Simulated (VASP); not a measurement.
# BaTiO3 (Amm2) in VASP: settings compared

BaTiO3 is run at these levels: LDA, PBEsol+D3(BJ); tasks: single point.

Everything below comes from runs of VASP 6.6.1. Logs are shortened: lines on timing, memory, paths and dates and some standing lists are left out, and cuts for length are marked.

### 1 The cell of the first run

Symmetry: Amm2, No. 38, orthorhombic system. The conventional cell has a = 3.923 Å, b = 5.588 Å, c = 5.599 Å, α = 90.00°, β = 90.00°, γ = 90.00°. Ba (site symmetry mm2) has 12 O at 2.73 to 2.87 Å and 8 Ti at 3.37 to 3.47 Å within 3.6 Å. Within 2.5 Å of Ti (site symmetry mm2) lie 6 O at 1.87 to 2.09 Å. O (site symmetry mm2) has 2 Ti at 1.97 Å within 2.6 Å. O (site symmetry m) has 2 Ti at 1.87 to 2.09 Å within 2.5 Å.

### 2 Single point, LDA

File INCAR:

```
SYSTEM = BaTiO3
PREC = Accurate ; ENCUT = 600
EDIFF = 1E-6 ; ISMEAR = 0
SIGMA = 0.01 ; LREAL = .False.
LASPH = .True. ; NELM = 120
ALGO = Normal ; ISIF = 2
LWAVE = .False. ; LCHARG = .True.
LELF = .True. ; LVHAR = .True.
NBANDS = 28 ; GGA_COMPAT = .False.
```

File KPOINTS:

```
Automatic mesh
0
Gamma
  6 6 6
  0 0 0
```

File POSCAR:

```
BaTiO3
1.0
    3.9232030382      0.0000000000      0.0000000000
    0.0000000000      2.7941723426     -2.7993634665
    0.0000000000      2.7941723426      2.7993634665
Ba Ti O
1 1 3
Direct
    0.0000000000     -0.0050983391      0.0050983391
    0.5000000000      0.4845693604      0.5154306396
    0.0000000000      0.5067592838      0.4932407162
    0.5000000000      0.0113288756      0.4944391807
    0.5000000000      0.5055608193      0.9886711244
```

Potentials or basis: VASP PAW LDA potentials, release 64 (Ba_sv, Ti_sv, O).

Started as:

```console
> cat potpaw_LDA.64/Ba_sv/POTCAR potpaw_LDA.64/Ti_sv/POTCAR potpaw_LDA.64/O/POTCAR > POTCAR
> mpirun -np 1 vasp_std > vasp.out
```

OUTCAR:

```text
SYSTEM = BaTiO3
   PREC = Accurate
   ENCUT = 600
   EDIFF = 1E-6
   ISMEAR = 0
   LREAL = .False.
   LASPH = .True.
   NELM = 120
   ISIF = 2

 ion  position               nearest neighbor table
   1  0.000  0.995  0.005-   3 2.73   4 2.76   5 2.76   4 2.76   5 2.76   3 2.79   3 2.79   5 2.82
                             5 2.82   4 2.82   4 2.82   3 2.87   2 3.37   2 3.37   2 3.41   2 3.41
   2  0.500  0.485  0.515-   4 1.87   5 1.87   3 1.97   3 1.97   5 2.09   4 2.09   1 3.37   1 3.37
                             1 3.41   1 3.41   1 3.41   1 3.41   1 3.47   1 3.47
   3  0.000  0.507  0.493-   2 1.97   2 1.97   1 2.73   1 2.79   1 2.79   1 2.87
   4  0.500  0.011  0.494-   2 1.87   2 2.09   1 2.76   1 2.76   1 2.82   1 2.82
   5  0.500  0.506  0.989-   2 1.87   2 2.09   1 2.76   1 2.76   1 2.82   1 2.82

  LATTYP: Found a base centered orthorhombic cell.
 ALAT       =     5.5883446852
 B/A-ratio  =     1.0018578396
 C/A-ratio  =     0.7020331170

  Lattice vectors:

 A1 = (   0.0000000000,   2.7941723426,  -2.7993634665)
 A2 = (   0.0000000000,   2.7941723426,   2.7993634665)
 A3 = (   3.9232030382,   0.0000000000,   0.0000000000)

Analysis of symmetry for initial positions (statically):
=====================================================================
 Subroutine PRICEL returns:
 Original cell was already a primitive cell.

 Routine SETGRP: Setting up the symmetry group for a
 base centered orthorhombic supercell.

 Subroutine GETGRP returns: Found  4 space group operations
 (whereof  4 operations were pure point group operations)
 out of a pool of  8 trial point group operations.

The static configuration has the point symmetry C_2v.

Analysis of symmetry for dynamics (positions and initial velocities):
=====================================================================
 Subroutine PRICEL returns:
 Original cell was already a primitive cell.

 Routine SETGRP: Setting up the symmetry group for a
 base centered orthorhombic supercell.

 Subroutine GETGRP returns: Found  4 space group operations
 (whereof  4 operations were pure point group operations)
 out of a pool of  8 trial point group operations.

The dynamic configuration has the point symmetry C_2v.

 Subroutine INISYM returns: Found  4 space group operations
 (whereof  4 operations are pure point group operations),
 and found     1 'primitive' translations

----------------------------------------------------------------------------------------

                                     Primitive cell

  volume of cell :      61.3738

  direct lattice vectors                    reciprocal lattice vectors
     3.923203038  0.000000000  0.000000000     0.254893767  0.000000000  0.000000000
     0.000000000  2.794172343 -2.799363467     0.000000000  0.178943866 -0.178612033
     0.000000000  2.794172343  2.799363467     0.000000000  0.178943866  0.178612033

  length of vectors
     3.923203038  3.955228805  3.955228805     0.254893767  0.252830309  0.252830309

  position of ions in fractional coordinates (direct lattice)
     0.000000000  0.994901661  0.005098339
     0.500000000  0.484569360  0.515430640
     0.000000000  0.506759284  0.493240716
     0.500000000  0.011328876  0.494439181
     0.500000000  0.505560819  0.988671124

  ion indices of the primitive-cell ions
   primitive index   ion index
                 1           1
                 2           2
                 3           3
                 4           4
                 5           5

----------------------------------------------------------------------------------------

 KPOINTS: Automatic mesh

Automatic generation of k-mesh.
 Grid dimensions read from file:
 generate k-points for:    6    6    6

 Generating k-lattice:

  Cartesian coordinates                     Fractional coordinates (reciprocal lattice)
     0.042482294  0.000000000  0.000000000     0.166666667  0.000000000  0.000000000
     0.000000000  0.029823978 -0.029768672     0.000000000  0.166666667  0.000000000
     0.000000000  0.029823978  0.029768672     0.000000000  0.000000000  0.166666667

  Length of vectors
     0.042482294  0.042138385  0.042138385

  Shift w.r.t. Gamma in fractional coordinates (k-lattice)
     0.000000000  0.000000000  0.000000000

 Subroutine IBZKPT returns following result:
 ===========================================

 Found     52 irreducible k-points:

 Following reciprocal coordinates:
            Coordinates               Weight
  0.000000  0.000000  0.000000      1.000000
  0.166667  0.000000  0.000000      2.000000
  0.333333  0.000000  0.000000      2.000000
  0.500000  0.000000  0.000000      1.000000
  0.000000  0.166667  0.000000      4.000000
  0.166667  0.166667  0.000000      8.000000
[... 16 lines left out ...]
  0.333333  0.333333  0.166667      8.000000
  0.500000  0.333333  0.166667      4.000000
 [... further k-points ...]
   k-points           NKPTS =     52   k-points in BZ     NKDIM =     52   number of bands    NBANDS=     28
   number of dos      NEDOS =    301   number of ions     NIONS =      5
   total plane-waves  NPLWV =  32768
   dimension x,y,z NGX =    32 NGY =   32 NGZ =   32
   dimension x,y,z NGXF=    64 NGYF=   64 NGZF=   64
   ions per type =               1   1   3
   NGX,Y,Z   is equivalent  to a cutoff of  13.56, 13.45, 13.45 a.u.
   NGXF,Y,Z  is equivalent  to a cutoff of  27.12, 26.90, 26.90 a.u.
 SYSTEM =  BaTiO3
   PREC   = accura    normal or accurate (medium, high low for compatibility)
   ISTART =      0    job   : 0-new  1-cont  2-samecut
   ICHARG =      2    charge: 1-file 2-atom 10-const
   ISPIN  =      1    spin polarized calculation?
   LNONCOLLINEAR =      F non collinear calculations
   LSORBIT =      F    spin-orbit coupling
   LASPH  =      T    aspherical Exc in radial PAW
   ENCUT  =  600.0 eV  44.10 Ry    6.64 a.u.   7.84  7.90  7.90*2*pi/ulx,y,z
   NELM   =    120;   NELMIN=  2; NELMDL= -5     # of ELM steps
   EDIFF  = 0.1E-05   stopping-criterion for ELM
   LREAL  =      F    real-space projection
[... 7 lines left out ...]
   TEBEG  =    0.0;   TEEND  =   0.0 temperature during run
   PSTRESS=    0.0 pullay stress
   NELECT =      40.0000    total number of electrons
   NUPDOWN=      -1.0000    fix difference up-down
   EMIN   =  10.00;   EMAX   =-10.00  energy-range for DOS
   EFERMI =   0.00;   METHOD = LEGACY
   ISMEAR =     0;   SIGMA  =   0.01  broadening in eV -4-tet -1-fermi 0-gaus
   EFERMI_NEDOS =   21; number of points for ismear=-14 and -15
   IALGO  =     38    algorithm
   IMIX   =      4    mixing-type and parameters
     AMIX     =   0.40;   BMIX     =  1.00
     AMIX_MAG =   1.60;   BMIX_MAG =  1.00
  volume/ion in A,a.u.               =      12.27        82.83
  Fermi-wavevector in a.u.,A,eV,Ry     =   1.419386  2.682250 27.411054  2.014656
  Thomas-Fermi vector in A             =   2.540412
   LORBIT       =      0    0 simple, 1 ext, 2 COOP (PROOUT), +10 PAW based schemes
   GGA     = CA    functional components
   LHFCALC =     F    Hartree Fock is set to
   AEXX    =    0.0000 exact exchange contribution
   IVDW    =     0    specifies the selected vdW correction
   LEPSILON=     F    determine dielectric tensor
   LRPA    =     F    only Hartree local field effects (RPA)
 non-spin polarized calculation
 Gauss-broadening in eV      SIGMA  =   0.01
  energy-cutoff  :      600.00
  volume of cell :       61.37
 maximum number of plane-waves:      2063
 NGX is ok and might be reduce to    32
   NGX = 15   NGY = 15   NGZ = 15

 number of electron      39.9999996 magnetization

 Free energy of the ion-electron system (eV)
  ---------------------------------------------------
  ext. energy  EPLUGINS =         0.00000000
  ---------------------------------------------------
  free energy    TOTEN  =       -44.16498113 eV

  energy without entropy =      -44.16498113  energy(sigma->0) =      -44.16498113

 E-fermi :   3.9615     XC(G=0): -11.9557

 val. band max:        3.8684065447   @ k =   0.5000   0.5000   0.5000
 cond. band min:       5.8365640928   @ k =   0.0000   0.0000   0.0000
 fundamental gap:      1.9681575481
 Fermi energy:         3.9614778276

 k-point     1 :       0.0000    0.0000    0.0000
  band No.  band energies     occupation
      1     -51.6994      2.00000
      2     -28.3752      2.00000
      3     -28.3679      2.00000
      4     -28.3433      2.00000
      5     -20.7157      2.00000
      6     -12.8014      2.00000
[... 20 lines left out ...]
     27       8.8647      0.00000
     28      11.5338      0.00000

 k-point     2 :       0.1667    0.0000    0.0000
  band No.  band energies     occupation
      1     -51.6990      2.00000
      2     -28.3744      2.00000
      3     -28.3673      2.00000
      4     -28.3614      2.00000
      5     -20.6761      2.00000
      6     -12.8453      2.00000
[... 20 lines left out ...]
     27       9.4080      0.00000
     28      12.2066      0.00000

 k-point     3 :       0.3333    0.0000    0.0000
  band No.  band energies     occupation
      1     -51.6982      2.00000
      2     -28.3976      2.00000
      3     -28.3729      2.00000
      4     -28.3656      2.00000
      5     -20.5946      2.00000
      6     -13.0374      2.00000
[... 20 lines left out ...]
     27      10.7382      0.00000
     28      12.2994      0.00000

 k-point     4 :       0.5000    0.0000    0.0000
  band No.  band energies     occupation
      1     -51.6978      2.00000
      2     -28.4155      2.00000
      3     -28.3722      2.00000
      4     -28.3649      2.00000
      5     -20.5527      2.00000
      6     -13.1550      2.00000
[... 20 lines left out ...]
     27      11.6271      0.00000
     28      12.1973      0.00000

 k-point     5 :       0.0000    0.1667    0.0000
  band No.  band energies     occupation
      1     -51.6990      2.00000
      2     -28.3890      2.00000
      3     -28.3701      2.00000
      4     -28.3426      2.00000
      5     -20.6781      2.00000
      6     -12.8450      2.00000
[... 20 lines left out ...]
     27       9.4258      0.00000
     28      12.1996      0.00000

 k-point     6 :       0.1667    0.1667    0.0000
  band No.  band energies     occupation
      1     -51.6986      2.00000
      2     -28.3881      2.00000
      3     -28.3694      2.00000
      4     -28.3606      2.00000
      5     -20.6420      2.00000
      6     -12.8308      2.00000
[... 463 lines left out ...]
      5     -20.5739      2.00000
      6     -12.9207      2.00000
[... 20 lines left out ...]
     27      11.2788      0.00000
     28      12.7404      0.00000

 k-point    22 :       0.1667    0.3333    0.1667
  band No.  band energies     occupation
      1     -51.6976      2.00000
      2     -28.4196      2.00000
      3     -28.3844      2.00000
      4     -28.3582      2.00000
      5     -20.5468      2.00000
      6     -12.8007      2.00000
[... 20 lines left out ...]
     27      11.4504      0.00000
     28      12.6028      0.00000

 k-point    23 :       0.3333    0.3333    0.1667
  band No.  band energies     occupation
      1     -51.6968      2.00000
      2     -28.4174      2.00000
      3     -28.3933      2.00000
      4     -28.3827      2.00000
      5     -20.4914      2.00000
      6     -12.5960      2.00000
[... 20 lines left out ...]
     27      12.2967      0.00000
     28      12.4488      0.00000

 k-point    24 :       0.5000    0.3333    0.1667
  band No.  band energies     occupation
      1     -51.6965      2.00000
      2     -28.4162      2.00000
      3     -28.4107      2.00000
      4     -28.3820      2.00000
      5     -20.4631      2.00000
      6     -12.5376      2.00000
[... 20 lines left out ...]
     27      12.2095      0.00000
     28      12.6883      0.00000

 [... further k-points ...]

------------------------ aborting loop because EDIFF is reached ----------------------------------------

  FORCE on cell =-STRESS in cart. coord.  units (eV):
  Direction    XX          YY          ZZ          XY          YZ          ZX
  --------------------------------------------------------------------------------------
  -------------------------------------------------------------------------------------
  Total        0.8654740      0.9008753      0.8811418      0.0000000      0.0000000      0.0000000
  in kB       22.5933879     23.5175463     23.0023976      0.0000000      0.0000000      0.0000000
  external PRESSURE =      23.0377773 kB  Pullay stress =       0.0000000 kB

 VOLUME and BASIS-vectors are now :
 -----------------------------------------------------------------------------
  energy-cutoff  :      600.00
  volume of cell :       61.37
      direct lattice vectors                 reciprocal lattice vectors
     3.923203038  0.000000000  0.000000000     0.254893767  0.000000000  0.000000000
     0.000000000  2.794172343 -2.799363467     0.000000000  0.178943866 -0.178612033
     0.000000000  2.794172343  2.799363467     0.000000000  0.178943866  0.178612033

 POSITION                                       TOTAL-FORCE (eV/Angst)
 -----------------------------------------------------------------------------------
      0.00000      2.79417     -2.77082         0.000000      0.000000     -0.030989
      1.96160      2.79417      0.08639         0.000000      0.000000     -0.086304
      0.00000      2.79417     -0.03784         0.000000      0.000000      0.014519
      1.96160      1.41320      1.35240         0.000000     -0.039268      0.051387
      1.96160      4.17514      1.35240         0.000000      0.039268      0.051387
 -----------------------------------------------------------------------------------
    total drift:                                0.000000      0.000000     -0.000021

  FREE ENERGIE OF THE ION-ELECTRON SYSTEM (eV)
  ---------------------------------------------------
  free  energy   TOTEN  =       -44.1649811260 eV

  energy  without entropy=      -44.1649811260  energy(sigma->0) =      -44.16498113
```

It took 35 s on 1 thread of AMD EPYC 9R45 (Zen 5), shared host; peak memory 0.2 GiB.

Results:

```yaml
Free_energy: -44.1650 eV
Pressure: 2.3 GPa
Largest_force: 0.086 eV/Å
Band_gap_on_the_k_mesh: 1.97 eV (least direct gap 2.20 eV)
```

Forces on the atoms (eV/Å):
```
Ba   0.000  0.000 -0.031
Ti   0.000  0.000 -0.086
O    0.000  0.000  0.015
O    0.000 -0.039  0.051
O    0.000  0.039  0.051
```

Caveat: spin-orbit coupling is left out, which moves the levels of the heavy elements. A hybrid or GW would open this gap; LDA tends to underestimate it.

### 3 Single point, PBEsol+D3(BJ)

This run uses another cell than the first one, of 12.35 Å³/atom.

File INCAR:

```
  PREC = Accurate
  ENCUT = 600
  EDIFF = 1E-6
  ISMEAR = 0
  SIGMA = 0.01
  LREAL = False
  LASPH = True
  NELM = 120
  ALGO = Normal
  ISIF = 2
  LWAVE = False
  LCHARG = False
  GGA = PS
  IVDW = 12
  NBANDS = 28
  GGA_COMPAT = False
```

File KPOINTS:

```
regular mesh
0
Gamma
  6 6 6
```

File POSCAR:

```
BaTiO3
1.0
    3.9343501661      0.0000000000      0.0000000000
    0.0000000000      2.7986314262     -2.8033183990
    0.0000000000      2.7986314262      2.8033183990
Ba Ti O
1 1 3
Direct
    0.0000000000     -0.0044357125      0.0044357125
    0.5000000000      0.4856200375      0.5143799625
    0.0000000000      0.5063050736      0.4936949264
    0.5000000000      0.0102582869      0.4946276856
    0.5000000000      0.5053723144      0.9897417131
```

Potentials or basis: VASP PAW PBE potentials, release 64 (Ba_sv, Ti_sv, O).

Started as:

```console
> cat potpaw_PBE.64/Ba_sv/POTCAR potpaw_PBE.64/Ti_sv/POTCAR potpaw_PBE.64/O/POTCAR > POTCAR
> mpirun -np 1 vasp_std > vasp.out
```

It took 38 s on 1 thread of AMD EPYC 9R45 (Zen 5), shared host; peak memory 0.23 GiB.

The run converged. Its results:

```yaml
Free_energy: -43.3432 eV
Pressure: 2.0 GPa
Largest_force: 0.036 eV/Å
Band_gap_on_the_k_mesh: 1.97 eV (least direct gap 2.20 eV)
Dispersion_energy_per_atom: -0.275 eV
```

Forces on the atoms (eV/Å):
```
Ba   0.000  0.000 -0.028
Ti   0.000  0.000 -0.036
O    0.000  0.000  0.013
O    0.000 -0.012  0.025
O    0.000  0.012  0.025
```

Levels at points of the mesh, in eV from the valence-band top:
| k point | band 18 | band 19 | band 20 | band 21 | band 22 | band 23 |
| --- | --- | --- | --- | --- | --- | --- |
| (0.00, 0.00, 0.00) | -0.30 | -0.29 | -0.23 | 1.97 | 2.08 | 2.14 |
| (0.50, 0.00, 0.00) | -1.75 | -0.95 | -0.86 | 2.30 | 3.76 | 3.84 |
| (0.00, 0.50, 0.00) | -1.83 | -0.83 | -0.75 | 2.19 | 3.79 | 3.81 |
| (0.50, 0.50, 0.00) | -0.89 | -0.88 | -0.10 | 3.83 | 3.83 | 4.22 |
| (0.00, 0.50, 0.50) | -0.87 | -0.84 | -0.17 | 3.80 | 3.82 | 4.19 |
| (0.50, 0.50, 0.50) | -0.07 | -0.01 | 0.00 | 4.46 | 4.48 | 4.53 |

Caveat: the PAW data sets were made with another functional, which shifts forces and pressure a little; spin-orbit coupling is left out, which moves the levels of the heavy elements.
